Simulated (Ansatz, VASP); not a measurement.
# SrO in VASP and in Ansatz

File INCAR:

```
SYSTEM = SrO
PREC = Accurate ; ENCUT = 600
EDIFF = 1E-6 ; ISMEAR = 0
SIGMA = 0.02 ; LREAL = .FALSE.
LASPH = .TRUE. ; NELM = 120
ALGO = Normal ; ISIF = 2
LWAVE = .FALSE. ; LCHARG = .TRUE.
GGA = PE ; LELF = .TRUE.
LVHAR = .TRUE. ; NBANDS = 15
GGA_COMPAT = .FALSE.
```

KPOINTS

```
Automatic mesh
0
G
  8 8 8
  0 0 0
```

File POSCAR:

```
SrO
1.0
    0.0000000000      2.5480567472      2.5480567472
    2.5480567472      0.0000000000      2.5480567472
    2.5480567472      2.5480567472      0.0000000000
Sr O
1 1
Direct
    0.0000000000      0.0000000000      0.0000000000
    0.5000000000      0.5000000000      0.5000000000
```

Input for Ansatz:

```yaml
crystal:
  lattice:
    - [0.0, 2.5480567472, 2.5480567472]
    - [2.5480567472, 0.0, 2.5480567472]
    - [2.5480567472, 2.5480567472, 0.0]
  atoms:
    - { symbol: Sr, position: [0.0, 0.0, 0.0] }
    - { symbol: O, position: [0.5, 0.5, 0.5] }
basis:
  ecutwfc: 420
kpoints:
  mp_grid: { grid: [8, 8, 8] }
hamiltonian:
  xc: pbe
scf:
  occupations: { method: gaussian, width: 0.02 }
output:
  forces: true
  stress: true
  eigenvalues: true
```

Alike in both runs: task single point; functional PBE; k mesh 8 × 8 × 8; occupations gaussian, width 0.02 eV; no spin polarisation.

|  | VASP | Ansatz |
| --- | --- | --- |
| version | VASP 6.6.1 | Ansatz 0.2.0 |
| potentials or method | VASP PAW PBE potentials, release 64 (Sr_sv, O), cutoff 600 eV | scalar-relativistic, plane waves, PAW |
| valence electrons in the cell | 16 | 16 |

```tsv
	VASP	Ansatz	Ansatz less VASP
gap on the k mesh at the Fermi level (eV)	3.25	3.30	+0.051
least direct gap on the mesh (eV)	3.32	3.36	+0.039
pressure (GPa)	6.1	5.5	-0.57
```

With one functional, cell and mesh, what is left measures potentials, basis and numerics.
